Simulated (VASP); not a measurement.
Write the native input for VASP 6.6.1 that does the following.

```yaml
Task: single point
Functional: r2SCAN
Potentials_or_basis: VASP PAW PBE potentials, release 64 (C)
Cutoff: 660 eV
k_mesh: 12 × 12 × 10
Occupations: gaussian, width 0.05 eV
Spin: no spin polarisation
Dipole_correction: no
Further_INCAR_settings: ALGO = Normal; EDIFF = 1e-06; NBANDS = 16
```

The system is C.

```xyz
4
Lattice="0.0000 -1.7834 -1.7834 -1.7834 0.0000 -1.7834 1.7834 1.7834 -3.5668" Properties=species:S:1:pos:R:3 pbc="T T T"
C     0.0122    0.0122   -5.3257
C    -0.0122   -0.0122   -1.8079
C     0.9039    0.9039   -4.4340
C    -0.9039   -0.9039   -4.4830
```

This cell differs from its parent crystal: atoms displaced along a vibrational mode.

One way to write it, as run:

POSCAR

```
C
1.0
    0.0000000000     -1.7834000000     -1.7834000000
   -1.7834000000      0.0000000000     -1.7834000000
    1.7834000000      1.7834000000     -3.5668000000
C
4
Direct
    0.7431325243      0.7431325243      0.7500000126
    0.2568674757      0.2568674757      0.2499999874
    0.3681325243      0.3681325243      0.8750000126
    0.8818674757      0.8818674757      0.3749999874
```

INCAR.step1

```
SYSTEM = C
PREC = Accurate
ENCUT = 660
ISMEAR = 0
SIGMA = 0.05
LREAL = .FALSE.
LASPH = .TRUE.
NELM = 120
NBANDS = 16
GGA = PE
ALGO = Normal
EDIFF = 1E-5
LWAVE = .TRUE.
LCHARG = .FALSE.
GGA_COMPAT = .FALSE.
```

INCAR.step2

```
SYSTEM = C
PREC = Accurate
ENCUT = 660
EDIFF = 1E-6
ISMEAR = 0
SIGMA = 0.05
LREAL = .FALSE.
LASPH = .TRUE.
NELM = 120
ALGO = Normal
ISIF = 2
LWAVE = .FALSE.
LCHARG = .FALSE.
METAGGA = R2SCAN
LMIXTAU = .TRUE.
NBANDS = 16
ISTART = 1
GGA_COMPAT = .FALSE.
```

KPOINTS

```
regular mesh
0
G
  12 12 10
  0 0 0
```

Potentials or basis: VASP PAW PBE potentials, release 64 (C).

The run is started by

```bash
$ cat potpaw_PBE.64/C/POTCAR > POTCAR
$ cp INCAR.step1 INCAR
$ mpirun -np 1 vasp_std > vasp.out
$ cp INCAR.step2 INCAR
$ mpirun -np 1 vasp_std > vasp.out
```

Results of the run:

| Item | Value |
| --- | --- |
| Pressure | -2.3 GPa |
| Largest force | 0.417 eV/Å |
| Band gap on the k mesh | 4.33 eV |

Caveat: the cell differs from its parent crystal (atoms displaced along a vibrational mode); the PAW data sets were made with another functional, which shifts forces and pressure a little.

Run time: 13 min on 1 thread of Oxide Virtual Turin-like Processor, with other jobs on the host, peak memory 0.24 GiB.
